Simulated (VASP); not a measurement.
# GaSb (I-4m2) in VASP: further runs

Runs on GaSb. Level: PBE. Tasks: single point.

All numbers are computed with VASP 6.6.1; they aren't measurements. Logs are shortened: lines on timing, memory, paths and dates and some standing lists are left out, and cuts for length are marked.

**1. The cell of the first run**

The structure is tetragonal, space group I-4m2 (No. 119). The conventional cell has a = 5.347 Å, b = 5.347 Å, c = 3.004 Å, α = 90.00°, β = 90.00°, γ = 90.00°. Ga (site symmetry -4m2) has 8 Sb at 2.78 to 3.50 Å and 2 Ga at 3.00 Å within 3.7 Å. Within 3.7 Å of Sb (site symmetry -4m2) lie 8 Ga at 2.78 to 3.50 Å and 2 Sb at 3.00 Å.

**2. Single point, PBE**

INCAR

```
PREC = Accurate ; ENCUT = 520
EDIFF = 1E-7 ; ISMEAR = 0
SIGMA = 0.15 ; LREAL = False
LASPH = True ; NELM = 100
ALGO = Normal ; ISIF = 2
LWAVE = False ; LCHARG = False
GGA = PE ; NBANDS = 16
```

KPOINTS

```
regular mesh
0
Gamma
  16 16 16
```

POSCAR

```
GaSb
1.0
   -2.6735500000      2.6735500000      1.5020500000
    2.6735500000     -2.6735500000      1.5020500000
    2.6735500000      2.6735500000     -1.5020500000
Ga Sb
1 1
Direct
    0.2500000000      0.7500000000      0.5000000000
    0.0000000000      0.0000000000      0.0000000000
```

Potentials or basis: VASP PAW PBE potentials, release 64 (Ga_d, Sb).

Run with:

```sh
cat potpaw_PBE.64/Ga_d/POTCAR potpaw_PBE.64/Sb/POTCAR > POTCAR
mpirun -np 1 vasp_std > vasp.out
```

OUTCAR:

```text
PREC = Accurate
   ENCUT = 520
   EDIFF = 1E-7
   ISMEAR = 0
   LREAL = False
   LASPH = True
   NELM = 100
   ISIF = 2
   GGA = PE

 ion  position               nearest neighbor table
   1  0.250  0.750  0.500-   2 2.78   2 2.78   2 2.78   2 2.78
   2  0.000  0.000  0.000-   1 2.78   1 2.78   1 2.78   1 2.78

  LATTYP: Found a body centered tetragonal cell.
 ALAT       =     5.3471000000
 C/A-ratio  =     0.5618185559

  Lattice vectors:

 A1 = (  -2.6735500000,   2.6735500000,   1.5020500000)
 A2 = (   2.6735500000,  -2.6735500000,   1.5020500000)
 A3 = (   2.6735500000,   2.6735500000,  -1.5020500000)

Analysis of symmetry for initial positions (statically):
=====================================================================
 Subroutine PRICEL returns:
 Original cell was already a primitive cell.

 Routine SETGRP: Setting up the symmetry group for a
 body centered tetragonal supercell.

 Subroutine GETGRP returns: Found  8 space group operations
 (whereof  8 operations were pure point group operations)
 out of a pool of 16 trial point group operations.

The static configuration has the point symmetry D_2d.

Analysis of symmetry for dynamics (positions and initial velocities):
=====================================================================
 Subroutine PRICEL returns:
 Original cell was already a primitive cell.

 Routine SETGRP: Setting up the symmetry group for a
 body centered tetragonal supercell.

 Subroutine GETGRP returns: Found  8 space group operations
 (whereof  8 operations were pure point group operations)
 out of a pool of 16 trial point group operations.

The dynamic configuration has the point symmetry D_2d.

 Subroutine INISYM returns: Found  8 space group operations
 (whereof  8 operations are pure point group operations),
 and found     1 'primitive' translations

----------------------------------------------------------------------------------------

                                     Primitive cell

  volume of cell :      42.9458

  direct lattice vectors                    reciprocal lattice vectors
    -2.673550000  2.673550000  1.502050000     0.000000000  0.187017262  0.332878400
     2.673550000 -2.673550000  1.502050000     0.187017262  0.000000000  0.332878400
     2.673550000  2.673550000 -1.502050000     0.187017262  0.187017262  0.000000000

  length of vectors
     4.068401825  4.068401825  4.068401825     0.381816036  0.381816036  0.264482348

  position of ions in fractional coordinates (direct lattice)
     0.250000000  0.750000000  0.500000000
     0.000000000  0.000000000  0.000000000

  ion indices of the primitive-cell ions
   primitive index   ion index
                 1           1
                 2           2

----------------------------------------------------------------------------------------

 KPOINTS: regular mesh

Automatic generation of k-mesh.
 Grid dimensions read from file:
 generate k-points for:   16   16   16

 Generating k-lattice:

  Cartesian coordinates                     Fractional coordinates (reciprocal lattice)
     0.000000000  0.011688579  0.020804900     0.062500000 -0.000000000  0.000000000
     0.011688579  0.000000000  0.020804900    -0.000000000  0.062500000  0.000000000
     0.011688579  0.011688579  0.000000000     0.000000000  0.000000000  0.062500000

  Length of vectors
     0.023863502  0.023863502  0.016530147

  Shift w.r.t. Gamma in fractional coordinates (k-lattice)
     0.000000000  0.000000000  0.000000000

 Subroutine IBZKPT returns following result:
 ===========================================

 Found    349 irreducible k-points:

 Following reciprocal coordinates:
            Coordinates               Weight
  0.000000  0.000000  0.000000      1.000000
  0.062500  0.000000  0.000000      8.000000
  0.125000  0.000000  0.000000      8.000000
  0.187500  0.000000 -0.000000      8.000000
  0.250000  0.000000  0.000000      8.000000
  0.312500  0.000000  0.000000      8.000000
[... 16 lines left out ...]
 -0.125000  0.062500  0.000000     16.000000
 -0.062500  0.062500  0.000000      4.000000
 [... further k-points ...]
   k-points           NKPTS =    349   k-points in BZ     NKDIM =    349   number of bands    NBANDS=     16
   number of dos      NEDOS =    301   number of ions     NIONS =      2
   total plane-waves  NPLWV =  27000
   dimension x,y,z NGX =    30 NGY =   30 NGZ =   30
   dimension x,y,z NGXF=    60 NGYF=   60 NGZF=   60
   ions per type =               1   1
   NGX,Y,Z   is equivalent  to a cutoff of  12.26, 12.26, 12.26 a.u.
   NGXF,Y,Z  is equivalent  to a cutoff of  24.52, 24.52, 24.52 a.u.
 SYSTEM =  unknown system
   PREC   = accura    normal or accurate (medium, high low for compatibility)
   ISTART =      0    job   : 0-new  1-cont  2-samecut
   ICHARG =      2    charge: 1-file 2-atom 10-const
   ISPIN  =      1    spin polarized calculation?
   LNONCOLLINEAR =      F non collinear calculations
   LSORBIT =      F    spin-orbit coupling
   LASPH  =      T    aspherical Exc in radial PAW
   ENCUT  =  520.0 eV  38.22 Ry    6.18 a.u.   7.56  7.56  7.56*2*pi/ulx,y,z
   NELM   =    100;   NELMIN=  2; NELMDL= -5     # of ELM steps
   EDIFF  = 0.1E-06   stopping-criterion for ELM
   LREAL  =      F    real-space projection
   EDIFFG = 0.1E-05   stopping-criterion for IOM
   NSW    =      0    number of steps for IOM
   IBRION =     -1    ionic relax: 0-MD 1-quasi-New 2-CG
   NFREE  =      0    steps in history (QN), initial steepest desc. (CG)
   ISIF   =      2    stress and relaxation
   ISYM   =      2    0-nonsym 1-usesym 2-fastsym
   POTIM  = 0.5000    time-step for ionic-motion
   TEBEG  =    0.0;   TEEND  =   0.0 temperature during run
   PSTRESS=    0.0 pullay stress
   NELECT =      18.0000    total number of electrons
   NUPDOWN=      -1.0000    fix difference up-down
   EMIN   =  10.00;   EMAX   =-10.00  energy-range for DOS
   EFERMI =   0.00;   METHOD = LEGACY
   ISMEAR =     0;   SIGMA  =   0.15  broadening in eV -4-tet -1-fermi 0-gaus
   EFERMI_NEDOS =   21; number of points for ismear=-14 and -15
   IALGO  =     38    algorithm
   IMIX   =      4    mixing-type and parameters
     AMIX     =   0.40;   BMIX     =  1.00
     AMIX_MAG =   1.60;   BMIX_MAG =  1.00
  volume/ion in A,a.u.               =      21.47       144.91
  Fermi-wavevector in a.u.,A,eV,Ry     =   1.225158  2.315212 20.422500  1.501011
  Thomas-Fermi vector in A             =   2.360206
   LORBIT       =      0    0 simple, 1 ext, 2 COOP (PROOUT), +10 PAW based schemes
   GGA     = PE    functional components
   LHFCALC =     F    Hartree Fock is set to
   AEXX    =    0.0000 exact exchange contribution
   IVDW    =     0    specifies the selected vdW correction
   LEPSILON=     F    determine dielectric tensor
   LRPA    =     F    only Hartree local field effects (RPA)
 non-spin polarized calculation
 Gauss-broadening in eV      SIGMA  =   0.15
  energy-cutoff  :      520.00
  volume of cell :       42.95
 maximum number of plane-waves:      1177
   NGX = 15   NGY = 15   NGZ = 15

 number of electron      18.0000009 magnetization

 Free energy of the ion-electron system (eV)
  ---------------------------------------------------
  ext. energy  EPLUGINS =         0.00000000
  ---------------------------------------------------
  free energy    TOTEN  =        -6.86994968 eV

  energy without entropy =       -6.86194339  energy(sigma->0) =       -6.86594653

 E-fermi :   7.9645     XC(G=0): -10.7791

 val. band max:        7.9615350785   @ k =  -0.1250  -0.2500   0.0625
 cond. band min:       7.9796863392   @ k =  -0.1875   0.5000   0.1250
 fundamental gap:      0.0181512607
 Fermi energy:         7.9645267944

 k-point     1 :       0.0000    0.0000    0.0000
  band No.  band energies     occupation
      1      -7.1650      2.00000
      2      -7.0550      2.00000
      3      -7.0501      2.00000
      4      -6.9929      2.00000
      5      -6.9929      2.00000
      6      -4.9272      2.00000
[... 8 lines left out ...]
     15      18.5471      0.00000
     16      18.8613      0.00000

 k-point     2 :       0.0625    0.0000    0.0000
  band No.  band energies     occupation
      1      -7.1573      2.00000
      2      -7.0557      2.00000
      3      -7.0488      2.00000
      4      -6.9964      2.00000
      5      -6.9964      2.00000
      6      -4.8414      2.00000
[... 8 lines left out ...]
     15      18.3747      0.00000
     16      18.6419      0.00000

 k-point     3 :       0.1250    0.0000    0.0000
  band No.  band energies     occupation
      1      -7.1354      2.00000
      2      -7.0576      2.00000
      3      -7.0455      2.00000
      4      -7.0063      2.00000
      5      -7.0061      2.00000
      6      -4.5841      2.00000
[... 8 lines left out ...]
     15      17.3141      0.00000
     16      17.7669      0.00000

 k-point     4 :       0.1875    0.0000   -0.0000
  band No.  band energies     occupation
      1      -7.1033      2.00000
      2      -7.0606      2.00000
      3      -7.0416      2.00000
      4      -7.0208      2.00000
      5      -7.0195      2.00000
      6      -4.1560      2.00000
[... 8 lines left out ...]
     15      16.4474      0.00000
     16      17.6913      0.00000
[... 324 lines left out ...]
 k-point    22 :      -0.1875    0.0625    0.0000
  band No.  band energies     occupation
      1      -7.1336      2.00000
      2      -7.0610      2.00000
      3      -7.0440      2.00000
      4      -7.0065      2.00000
      5      -7.0049      2.00000
      6      -4.4716      2.00000
[... 8 lines left out ...]
     15      17.4828      0.00000
     16      17.8101      0.00000

 k-point    23 :      -0.1250    0.0625    0.0000
  band No.  band energies     occupation
      1      -7.1559      2.00000
      2      -7.0580      2.00000
      3      -7.0476      2.00000
      4      -6.9966      2.00000
      5      -6.9955      2.00000
      6      -4.7665      2.00000
[... 8 lines left out ...]
     15      18.3585      0.00000
     16      18.6394      0.00000

 k-point    24 :      -0.0625    0.0625    0.0000
  band No.  band energies     occupation
      1      -7.1643      2.00000
      2      -7.0562      2.00000
      3      -7.0494      2.00000
      4      -6.9930      2.00000
      5      -6.9924      2.00000
      6      -4.8898      2.00000
[... 8 lines left out ...]
     15      18.4335      0.00000
     16      18.9970      0.00000

 [... further k-points ...]

------------------------ aborting loop because EDIFF is reached ----------------------------------------

  FORCE on cell =-STRESS in cart. coord.  units (eV):
  Direction    XX          YY          ZZ          XY          YZ          ZX
  --------------------------------------------------------------------------------------
  -------------------------------------------------------------------------------------
  Total        2.1207884      2.1207884      2.3203664      0.0000000      0.0000000      0.0000000
  in kB       79.1201156     79.1201156     86.5657587      0.0000000      0.0000000      0.0000000
  external PRESSURE =      81.6019966 kB  Pullay stress =       0.0000000 kB

 VOLUME and BASIS-vectors are now :
 -----------------------------------------------------------------------------
  energy-cutoff  :      520.00
  volume of cell :       42.95
      direct lattice vectors                 reciprocal lattice vectors
    -2.673550000  2.673550000  1.502050000     0.000000000  0.187017262  0.332878400
     2.673550000 -2.673550000  1.502050000     0.187017262  0.000000000  0.332878400
     2.673550000  2.673550000 -1.502050000     0.187017262  0.187017262  0.000000000

 POSITION                                       TOTAL-FORCE (eV/Angst)
 -----------------------------------------------------------------------------------
      2.67355      0.00000      0.75103        -0.000000      0.000000      0.000000
      0.00000      0.00000      0.00000         0.000000     -0.000000     -0.000000
 -----------------------------------------------------------------------------------
    total drift:                                0.000001     -0.000001      0.000000

  FREE ENERGIE OF THE ION-ELECTRON SYSTEM (eV)
  ---------------------------------------------------
  free  energy   TOTEN  =        -6.8699496773 eV

  energy  without entropy=       -6.8619433904  energy(sigma->0) =       -6.86594653
```

Wall time 5.1 min (1 thread of Intel Xeon 8259CL, shared host); peak memory 0.37 GiB.

What came out:

```
Free energy            : -6.8699 eV
Pressure               : 8.2 GPa
Band gap on the k mesh : zero (bands 9 and 10 overlap by 5.18 eV)
```

Stress tensor (GPa, compression positive):
```
7.91 0.00 0.00
0.00 7.91 0.00
0.00 0.00 8.66
```

Levels at points of the mesh, in eV from the Fermi level:
```csv
k point,band 7,band 8,band 9,band 10,band 11,band 12
"(0.00, 0.00, 0.00)",-2.89,-2.31,-2.31,3.08,6.19,7.57
"(0.50, 0.00, 0.00)",-6.16,-2.57,-1.64,-1.38,2.23,3.51
"(0.50, 0.50, 0.00)",-8.82,-0.17,1.66,2.21,2.30,5.44
"(0.50, 0.50, 0.50)",-6.39,-5.74,-5.74,4.28,5.66,11.33
```

Caveat: the cell stands under pressure; spin-orbit coupling is left out, which moves the levels of the heavy elements.

**3. Single point, PBE**

This run uses another cell than the first one, of 21.76 Å³/atom.

INCAR

```
ALGO     = Normal         # electronic algorithm
EDIFF    = 1E-6           # SCF threshold, eV
ENCUT    = 520            # plane-wave cutoff, eV
GGA      = PE             # functional
ISIF     = 2              # what is computed and relaxed
ISMEAR   = 0              # smearing method
LASPH    = T              # aspherical terms in the spheres
LCHARG   = T              # write CHGCAR
LELF     = T              # ELF
LREAL    = F              # projectors in reciprocal space
LVHAR    = T            
LWAVE    = F              # write WAVECAR
NBANDS   = 16             # bands
NELM     = 60             # most SCF steps
PREC     = Accurate       # precision mode
SIGMA    = 0.15           # smearing width, eV
```

KPOINTS

```
k-points
0
Gamma
  16 16 16
```

POSCAR

```
GaSb
1.0
   -2.5721500000      2.5721500000      1.6443500000
    2.5721500000     -2.5721500000      1.6443500000
    2.5721500000      2.5721500000     -1.6443500000
Ga Sb
1 1
Direct
    0.2500000000      0.7500000000      0.5000000000
    0.0000000000      0.0000000000      0.0000000000
```

Potentials or basis: VASP PAW PBE potentials, release 64 (Ga_d, Sb).

Run with:

```sh
cat potpaw_PBE.64/Ga_d/POTCAR potpaw_PBE.64/Sb/POTCAR > POTCAR
mpirun -np 1 vasp_std > vasp.out
```

OUTCAR:

```text
EDIFF = 1E-6
   ENCUT = 520
   GGA = PE
   ISIF = 2
   ISMEAR = 0
   LASPH = T
   LREAL = F
   NELM = 60
   PREC = Accurate

 ion  position               nearest neighbor table
   1  0.250  0.750  0.500-   2 2.70   2 2.70   2 2.70   2 2.70
   2  0.000  0.000  0.000-   1 2.70   1 2.70   1 2.70   1 2.70

  LATTYP: Found a body centered tetragonal cell.
 ALAT       =     5.1443000000
 C/A-ratio  =     0.6392900881

  Lattice vectors:

[... 643 lines left out ...]

------------------------ aborting loop because EDIFF is reached ----------------------------------------

  FORCE on cell =-STRESS in cart. coord.  units (eV):
  Direction    XX          YY          ZZ          XY          YZ          ZX
  --------------------------------------------------------------------------------------
  -------------------------------------------------------------------------------------
  Total        3.0159362      3.0159362      0.9470564      0.0000000      0.0000000      0.0000000
  in kB      111.0416482    111.0416482     34.8690070      0.0000000      0.0000000      0.0000000
  external PRESSURE =      85.6507678 kB  Pullay stress =       0.0000000 kB

 VOLUME and BASIS-vectors are now :
 -----------------------------------------------------------------------------
  energy-cutoff  :      520.00
  volume of cell :       43.52
      direct lattice vectors                 reciprocal lattice vectors
    -2.572150000  2.572150000  1.644350000     0.000000000  0.194389907  0.304071518
     2.572150000 -2.572150000  1.644350000     0.194389907  0.000000000  0.304071518
     2.572150000  2.572150000 -1.644350000     0.194389907  0.194389907  0.000000000

 POSITION                                       TOTAL-FORCE (eV/Angst)
 -----------------------------------------------------------------------------------
      2.57215      0.00000      0.82217         0.000000     -0.000000     -0.000000
      0.00000      0.00000      0.00000        -0.000000      0.000000      0.000000
 -----------------------------------------------------------------------------------
    total drift:                                0.000001     -0.000001      0.000000

  FREE ENERGIE OF THE ION-ELECTRON SYSTEM (eV)
  ---------------------------------------------------
  free  energy   TOTEN  =        -6.7980006202 eV

  energy  without entropy=       -6.7887570023  energy(sigma->0) =       -6.79337881
```

OSZICAR:

```text
N       E                     dE             d eps       ncg     rms          rms(c)
DAV:   1     0.860331724383E+02    0.86033E+02   -0.83342E+03 11200   0.154E+03
DAV:   2    -0.535859257731E+00   -0.86569E+02   -0.83437E+02 13104   0.326E+02
DAV:   3    -0.672392668537E+01   -0.61881E+01   -0.61649E+01 13512   0.643E+01
DAV:   4    -0.682662968069E+01   -0.10270E+00   -0.10268E+00 14184   0.917E+00
DAV:   5    -0.682894296127E+01   -0.23133E-02   -0.23132E-02 14176   0.125E+00    0.296E+00
DAV:   6    -0.680454307310E+01    0.24400E-01   -0.41590E-02 14904   0.381E+00    0.171E+00
DAV:   7    -0.679814616402E+01    0.63969E-02   -0.15590E-02 15016   0.149E+00    0.277E-01
DAV:   8    -0.679799494172E+01    0.15122E-03   -0.23196E-03 14800   0.632E-01    0.365E-02
DAV:   9    -0.679800140985E+01   -0.64681E-05   -0.13952E-04 14152   0.956E-02    0.219E-02
DAV:  10    -0.679800022492E+01    0.11849E-05   -0.82312E-06 14360   0.206E-02    0.561E-03
DAV:  11    -0.679800062016E+01   -0.39524E-06   -0.11308E-06 10752   0.115E-02
   1 F= -.67980006E+01 E0= -.67933788E+01  d E =-.924362E-02
```

Run time: 5 min. Hardware: 1 thread of Intel Xeon 8259CL, shared host; peak memory 0.38 GiB.

Results:

* Free energy: -6.7980 eV
* Pressure: 8.6 GPa
* Band gap on the k mesh: zero (bands 9 and 10 overlap by 5.56 eV)

Levels at points of the mesh, in eV from the Fermi level:
```csv
k point,band 6,band 7,band 8,band 9,band 10,band 11,band 12,band 13
"(0.00, 0.00, 0.00)",-12.77,-1.72,-1.72,-1.55,3.66,4.26,6.61,7.71
"(0.50, 0.00, 0.00)",-9.11,-6.45,-2.24,-2.12,-1.14,2.14,3.82,5.91
"(0.50, 0.50, 0.00)",-10.80,-8.65,0.43,1.66,3.34,3.36,4.15,5.50
"(0.50, 0.50, 0.50)",-9.07,-5.91,-5.52,-5.52,1.99,3.33,12.04,12.04
```

Caveat: the cell stands under pressure; spin-orbit coupling is left out, which moves the levels of the heavy elements.
